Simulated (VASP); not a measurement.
A run of VASP 6.6.1:

The input INCAR:

```
PREC = Accurate ; ENCUT = 560
EDIFF = 1E-6 ; ISMEAR = 0
SIGMA = 0.1 ; LREAL = False
LASPH = True ; NELM = 120
ALGO = Normal ; ISIF = 2
LWAVE = False ; LCHARG = False
GGA = PS ; NBANDS = 24
GGA_COMPAT = False
```

Contents of KPOINTS:

```
Automatic mesh
0
Gamma
  20 20 14
```

File POSCAR:

```
Ir
1.0
    1.9150713598      1.9150713598      0.0000000000
   -1.9150713598      1.9150713598      0.0000000000
    0.0000000000      0.0000000000      3.8301427196
Ir
2
Direct
    0.0000000000      0.0000000000      0.0000000000
    0.5000000000      0.5000000000      0.5000000000
```

Potentials or basis: VASP PAW PBE potentials, release 64 (Ir_sv_GW).

Run with:

```console
$ cat potpaw_PBE.64/Ir_sv_GW/POTCAR > POTCAR
$ mpirun -np 1 vasp_std > vasp.out
```

Hardware: 1 thread of AMD EPYC 7R13 Processor (Zen 3), with other jobs on the host.

Problem. How long does it take, and how much memory?

Solution. Wall time 4.2 min on 1 thread of AMD EPYC 7R13 Processor (Zen 3) (shared host), peak memory 0.4 GiB. Counts: scf iterations 11, k points 528.
